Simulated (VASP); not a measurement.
# AlN (Cmc2_1) in VASP: further runs

The runs below take AlN through single point, with PBE.

Everything below comes from runs of VASP 6.6.1. Logs are shortened: lines on timing, memory, paths and dates and some standing lists are left out, and cuts for length are marked.

### Step 1. The cell of the first run

Symmetry: Cmc2_1, No. 36, orthorhombic system. Conventional cell: a = 3.111 Å, b = 5.388 Å, c = 4.978 Å, α = 90.00°, β = 90.00°, γ = 90.00°. Within 2.5 Å of Al (site symmetry m) lie 4 N at 1.88 to 1.92 Å. Within 2.5 Å of N (site symmetry m) lie 4 Al at 1.88 to 1.92 Å.

### Step 2. Single point, PBE (mode 4 (239.4 1/cm) frozen in, largest displacement -0.060 Å)

The input, INCAR:

```
  PREC = Accurate
  ENCUT = 520
  EDIFF = 1E-6
  ISMEAR = 0
  SIGMA = 0.05
  LREAL = F
  LASPH = T
  NELM = 80
  ALGO = Normal
  ISIF = 2
  LWAVE = F
  LCHARG = F
  GGA = PE
  NBANDS = 16
```

The input, KPOINTS:

```
regular mesh
0
Gamma
  12 12 6
```

The input, POSCAR:

```
AlN
1.0
    3.1110021516      0.0000000000      0.0000000000
   -1.5555010758      2.6942068945      0.0000000000
    0.0000000000      0.0000000000      4.9780000000
Al N
2 2
Direct
    0.3444683356      0.6889366713      0.0000000000
    0.6555316644      0.3110633287      0.5000000000
    0.3234028426      0.6468056853      0.3850000000
    0.6765971574      0.3531943147      0.8850000000
```

Potentials or basis: VASP PAW PBE potentials, release 64 (Al, N).

Launch:

```sh
$ cat potpaw_PBE.64/Al/POTCAR potpaw_PBE.64/N/POTCAR > POTCAR
$ mpirun -np 1 vasp_std > vasp.out
```

OUTCAR:

```text
PREC = Accurate
   ENCUT = 520
   EDIFF = 1E-6
   ISMEAR = 0
   LREAL = F
   LASPH = T
   NELM = 80
   ISIF = 2
   GGA = PE

 ion  position               nearest neighbor table
   1  0.344  0.689  0.000-   4 1.88   4 1.89   4 1.89   3 1.92   2 3.00   2 3.00   2 3.11   2 3.11
                             2 3.11   2 3.11
   2  0.656  0.311  0.500-   3 1.88   3 1.89   3 1.89   4 1.92   1 3.00   1 3.00   1 3.11   1 3.11
                             1 3.11   1 3.11
   3  0.323  0.647  0.385-   2 1.88   2 1.89   2 1.89   1 1.92
   4  0.677  0.353  0.885-   1 1.88   1 1.89   1 1.89   2 1.92

  LATTYP: Found a hexagonal cell.
 ALAT       =     3.1110021516
 C/A-ratio  =     1.6001274694

  Lattice vectors:

 A1 = (   3.1110021516,   0.0000000000,   0.0000000000)
 A2 = (  -1.5555010758,   2.6942068945,   0.0000000000)
 A3 = (   0.0000000000,   0.0000000000,   4.9780000000)

Analysis of symmetry for initial positions (statically):
=====================================================================
 Subroutine PRICEL returns:
 Original cell was already a primitive cell.

 Routine SETGRP: Setting up the symmetry group for a
 hexagonal supercell.

 Subroutine GETGRP returns: Found  4 space group operations
 (whereof  2 operations were pure point group operations)
 out of a pool of 24 trial point group operations.

The static configuration has the point symmetry C_1h.
 The point group associated with its full space group is C_2v.

Analysis of symmetry for dynamics (positions and initial velocities):
=====================================================================
 Subroutine PRICEL returns:
 Original cell was already a primitive cell.

 Routine SETGRP: Setting up the symmetry group for a
 hexagonal supercell.

 Subroutine GETGRP returns: Found  4 space group operations
 (whereof  2 operations were pure point group operations)
 out of a pool of 24 trial point group operations.

The dynamic configuration has the point symmetry C_1h.
 The point group associated with its full space group is C_2v.

 Subroutine INISYM returns: Found  4 space group operations
 (whereof  2 operations are pure point group operations),
 and found     1 'primitive' translations

----------------------------------------------------------------------------------------

                                     Primitive cell

  volume of cell :      41.7240

  direct lattice vectors                    reciprocal lattice vectors
     3.111002152  0.000000000  0.000000000     0.321439829  0.185583372  0.000000000
    -1.555501076  2.694206895  0.000000000     0.000000000  0.371166744  0.000000000
     0.000000000  0.000000000  4.978000000     0.000000000  0.000000000  0.200883889

  length of vectors
     3.111002152  3.111002152  4.978000000     0.371166744  0.371166744  0.200883889

  position of ions in fractional coordinates (direct lattice)
     0.344468336  0.688936671  0.000000000
     0.655531664  0.311063329  0.500000000
     0.323402843  0.646805685  0.385000000
     0.676597157  0.353194315  0.885000000

  ion indices of the primitive-cell ions
   primitive index   ion index
                 1           1
                 2           2
                 3           3
                 4           4

----------------------------------------------------------------------------------------

 KPOINTS: regular mesh

Automatic generation of k-mesh.
 Grid dimensions read from file:
 generate k-points for:   12   12    6

 Generating k-lattice:

  Cartesian coordinates                     Fractional coordinates (reciprocal lattice)
     0.026786652  0.015465281  0.000000000     0.083333333  0.000000000  0.000000000
     0.000000000  0.030930562  0.000000000     0.000000000  0.083333333  0.000000000
     0.000000000  0.000000000  0.033480648     0.000000000  0.000000000  0.166666667

  Length of vectors
     0.030930562  0.030930562  0.033480648

  Shift w.r.t. Gamma in fractional coordinates (k-lattice)
     0.000000000  0.000000000  0.000000000

 Subroutine IBZKPT returns following result:
 ===========================================

 Found    172 irreducible k-points:

 Following reciprocal coordinates:
            Coordinates               Weight
  0.000000  0.000000  0.000000      1.000000
  0.083333  0.000000  0.000000      4.000000
  0.000000  0.083333  0.000000      2.000000
  0.166667 -0.000000  0.000000      4.000000
  0.000000  0.166667  0.000000      2.000000
  0.250000 -0.000000  0.000000      4.000000
[... 16 lines left out ...]
 -0.083333  0.416667  0.000000      4.000000
 -0.416667  0.333333  0.000000      4.000000
 [... further k-points ...]
   k-points           NKPTS =    172   k-points in BZ     NKDIM =    172   number of bands    NBANDS=     16
   number of dos      NEDOS =    301   number of ions     NIONS =      4
   total plane-waves  NPLWV =  23040
   dimension x,y,z NGX =    24 NGY =   24 NGZ =   40
   dimension x,y,z NGXF=    48 NGYF=   48 NGZF=   80
   ions per type =               2   2
   NGX,Y,Z   is equivalent  to a cutoff of  12.83, 12.83, 13.36 a.u.
   NGXF,Y,Z  is equivalent  to a cutoff of  25.65, 25.65, 26.72 a.u.
 SYSTEM =  unknown system
   PREC   = accura    normal or accurate (medium, high low for compatibility)
   ISTART =      0    job   : 0-new  1-cont  2-samecut
   ICHARG =      2    charge: 1-file 2-atom 10-const
   ISPIN  =      1    spin polarized calculation?
   LNONCOLLINEAR =      F non collinear calculations
   LSORBIT =      F    spin-orbit coupling
   LASPH  =      T    aspherical Exc in radial PAW
   ENCUT  =  520.0 eV  38.22 Ry    6.18 a.u.   5.78  5.78  9.26*2*pi/ulx,y,z
   NELM   =     80;   NELMIN=  2; NELMDL= -5     # of ELM steps
   EDIFF  = 0.1E-05   stopping-criterion for ELM
   LREAL  =      F    real-space projection
   EDIFFG = 0.1E-04   stopping-criterion for IOM
   NSW    =      0    number of steps for IOM
   IBRION =     -1    ionic relax: 0-MD 1-quasi-New 2-CG
   NFREE  =      0    steps in history (QN), initial steepest desc. (CG)
   ISIF   =      2    stress and relaxation
   ISYM   =      2    0-nonsym 1-usesym 2-fastsym
   POTIM  = 0.5000    time-step for ionic-motion
   TEBEG  =    0.0;   TEEND  =   0.0 temperature during run
   PSTRESS=    0.0 pullay stress
   NELECT =      16.0000    total number of electrons
   NUPDOWN=      -1.0000    fix difference up-down
   EMIN   =  10.00;   EMAX   =-10.00  energy-range for DOS
   EFERMI =   0.00;   METHOD = LEGACY
   ISMEAR =     0;   SIGMA  =   0.05  broadening in eV -4-tet -1-fermi 0-gaus
   EFERMI_NEDOS =   21; number of points for ismear=-14 and -15
   IALGO  =     38    algorithm
   IMIX   =      4    mixing-type and parameters
     AMIX     =   0.40;   BMIX     =  1.00
     AMIX_MAG =   1.60;   BMIX_MAG =  1.00
  volume/ion in A,a.u.               =      10.43        70.39
  Fermi-wavevector in a.u.,A,eV,Ry     =   1.189377  2.247596 19.247033  1.414617
  Thomas-Fermi vector in A             =   2.325485
   LORBIT       =      0    0 simple, 1 ext, 2 COOP (PROOUT), +10 PAW based schemes
   GGA     = PE    functional components
   LHFCALC =     F    Hartree Fock is set to
   AEXX    =    0.0000 exact exchange contribution
   IVDW    =     0    specifies the selected vdW correction
   LEPSILON=     F    determine dielectric tensor
   LRPA    =     F    only Hartree local field effects (RPA)
 non-spin polarized calculation
 Gauss-broadening in eV      SIGMA  =   0.05
  energy-cutoff  :      520.00
  volume of cell :       41.72
 maximum number of plane-waves:      1152
   NGX = 11   NGY = 11   NGZ = 19

 number of electron      16.0000001 magnetization

 Free energy of the ion-electron system (eV)
  ---------------------------------------------------
  ext. energy  EPLUGINS =         0.00000000
  ---------------------------------------------------
  free energy    TOTEN  =       -29.73850399 eV

  energy without entropy =      -29.73850399  energy(sigma->0) =      -29.73850399

 E-fermi :   6.4508     XC(G=0): -10.9169

 val. band max:        6.2435432652   @ k =   0.0000   0.0000   0.0000
 cond. band min:      10.3658633183   @ k =   0.0000   0.0000   0.0000
 fundamental gap:      4.1223200530
 Fermi energy:         6.4508255722

 k-point     1 :       0.0000    0.0000    0.0000
  band No.  band energies     occupation
      1      -9.0278      2.00000
      2      -6.8758      2.00000
      3       0.1915      2.00000
      4       5.2540      2.00000
      5       5.2995      2.00000
      6       5.8314      2.00000
[... 8 lines left out ...]
     15      19.3697      0.00000
     16      19.5143      0.00000

 k-point     2 :       0.0833    0.0000    0.0000
  band No.  band energies     occupation
      1      -8.9390      2.00000
      2      -6.8258      2.00000
      3       0.2973      2.00000
      4       4.8628      2.00000
      5       5.1676      2.00000
      6       5.5348      2.00000
[... 8 lines left out ...]
     15      19.2883      0.00000
     16      19.4704      0.00000

 k-point     3 :       0.0000    0.0833    0.0000
  band No.  band energies     occupation
      1      -8.9394      2.00000
      2      -6.8243      2.00000
      3       0.2962      2.00000
      4       4.8653      2.00000
      5       5.1466      2.00000
      6       5.4496      2.00000
[... 8 lines left out ...]
     15      19.2729      0.00000
     16      19.5652      0.00000

 k-point     4 :       0.1667   -0.0000    0.0000
  band No.  band energies     occupation
      1      -8.6799      2.00000
      2      -6.6896      2.00000
      3       0.6095      2.00000
      4       3.8834      2.00000
      5       4.6477      2.00000
      6       4.8939      2.00000
[... 8 lines left out ...]
     15      18.6233      0.00000
     16      19.0542      0.00000
[... 324 lines left out ...]
 k-point    22 :       0.3333    0.0833    0.0000
  band No.  band energies     occupation
      1      -7.4782      2.00000
      2      -6.3183      2.00000
      3       1.3743      2.00000
      4       2.1577      2.00000
      5       2.4165      2.00000
      6       4.0042      2.00000
[... 8 lines left out ...]
     15      18.4538      0.00000
     16      21.1089      0.00000

 k-point    23 :      -0.0833    0.4167    0.0000
  band No.  band energies     occupation
      1      -7.5028      2.00000
      2      -6.2701      2.00000
      3       1.1769      2.00000
      4       2.1368      2.00000
      5       2.5192      2.00000
      6       4.0037      2.00000
[... 8 lines left out ...]
     15      18.7207      0.00000
     16      20.8573      0.00000

 k-point    24 :      -0.4167    0.3333    0.0000
  band No.  band energies     occupation
      1      -7.4721      2.00000
      2      -6.3298      2.00000
      3       1.3817      2.00000
      4       2.1803      2.00000
      5       2.4557      2.00000
      6       3.9600      2.00000
[... 8 lines left out ...]
     15      18.3710      0.00000
     16      20.9223      0.00000

 [... further k-points ...]
[... 5 lines left out ...]
  --------------------------------------------------------------------------------------
  -------------------------------------------------------------------------------------
  Total        1.2061923      1.0033257      0.6912993      0.0000000      0.0000000      0.0000000
  in kB       46.3170620     38.5271053     26.5454784      0.0000000      0.0000000      0.0000000
  external PRESSURE =      37.1298819 kB  Pullay stress =       0.0000000 kB

 VOLUME and BASIS-vectors are now :
 -----------------------------------------------------------------------------
  energy-cutoff  :      520.00
  volume of cell :       41.72
      direct lattice vectors                 reciprocal lattice vectors
     3.111002152  0.000000000  0.000000000     0.321439829  0.185583372  0.000000000
    -1.555501076  2.694206895  0.000000000     0.000000000  0.371166744  0.000000000
     0.000000000  0.000000000  4.978000000     0.000000000  0.000000000  0.200883889

 POSITION                                       TOTAL-FORCE (eV/Angst)
 -----------------------------------------------------------------------------------
     -0.00000      1.85614      0.00000         0.000000     -0.358878      0.203034
      1.55550      0.83807      2.48900        -0.000000      0.358878      0.203034
     -0.00000      1.74263      1.91653         0.000000      0.152566     -0.203034
      1.55550      0.95158      4.40553         0.000000     -0.152566     -0.203034
 -----------------------------------------------------------------------------------
    total drift:                               -0.000000      0.000000      0.000550

  FREE ENERGIE OF THE ION-ELECTRON SYSTEM (eV)
  ---------------------------------------------------
  free  energy   TOTEN  =       -29.7385039901 eV

  energy  without entropy=      -29.7385039901  energy(sigma->0) =      -29.73850399
```

Wall time 29 s (1 thread of Intel Xeon 6975P-C (Granite Rapids), shared host); peak memory 0.22 GiB.

What came out:

- Free energy: -29.7385 eV
- Pressure: 3.7 GPa
- Largest force: 0.412 eV/Å
- Band gap on the k mesh: 4.12 eV, direct

Forces on the atoms (eV/Å):
```
Al   0.000 -0.359  0.203
Al   0.000  0.359  0.203
N    0.000  0.153 -0.203
N    0.000 -0.153 -0.203
```

Caveat: the cell differs from its parent crystal (mode 4 (239.4 1/cm) frozen in, largest displacement -0.060 Å). A k mesh can miss the band edges.

(Continued in part 2 of 2.)
